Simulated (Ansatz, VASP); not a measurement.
# Mg: VASP beside Ansatz

```xyz
1
Lattice="3.0746 0.0000 0.0000 -1.5373 2.6627 0.0000 0.0000 0.0000 3.1605" Properties=species:S:1:pos:R:3 pbc="T T T"
Mg    0.0000    0.0000    1.5803
```

Alike in both runs: task relaxation of cell and atoms; functional PBE; k mesh 24 × 24 × 18; occupations gaussian, width 0.1 eV; no spin polarisation.

```csv
,VASP,Ansatz
version,VASP 6.6.1,Ansatz 0.2.0
potentials or method,"VASP PAW PBE potentials, release 64 (Mg), cutoff 600 eV","scalar-relativistic, plane waves, PAW"
valence electrons in the cell,2,10
```

Ansatz gave:

- gap on the k mesh at the Fermi level, each at its own relaxed structure (eV): none
- relaxed volume (Å³/atom): 25.61
- relaxed cell length with the largest relative difference (Å): 3.095

Q: What did VASP give for the same quantities?

A: gap on the k mesh at the Fermi level, each at its own relaxed structure (eV): none; relaxed volume (Å³/atom): 25.56; relaxed cell length with the largest relative difference (Å): 3.093.

A gap of «none» marks a metal or a gap that the smearing closes. VASP's potentials hold 2 valence electrons a cell and Ansatz's 10, so a difference there can come from the potentials and not from the codes.
